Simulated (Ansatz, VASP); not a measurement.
# Two plane-wave programs on Sn

```
Sn
1.0
    -1.85534    1.85534    1.85534
     1.85534   -1.85534    1.85534
     1.85534    1.85534   -1.85534
Sn
1
Direct
  0.00000 0.00000 0.00000
```

Alike in both runs: functional LDA; k mesh 16 × 16 × 16; no spin polarisation.

Ansatz relaxed the structure, and its values are those at the end. VASP's run is a single point on that final structure, the one shown.

```csv
,VASP,Ansatz
version,VASP 6.6.1,Ansatz 0.2.0
potentials or method,"VASP PAW LDA potentials, release 64 (Sn_d)","plane waves, PAW"
plane-wave cutoff (eV),520,420
occupations,"fermi-dirac, width 0.1 eV",fermi-dirac
valence electrons in the cell,14,14
```

```csv
,VASP,Ansatz,Ansatz less VASP
pressure (GPa),0.0,0.0,+0.01
```

LDA's correlation is that of Perdew and Zunger in VASP and of Perdew and Wang (1992) in Ansatz.
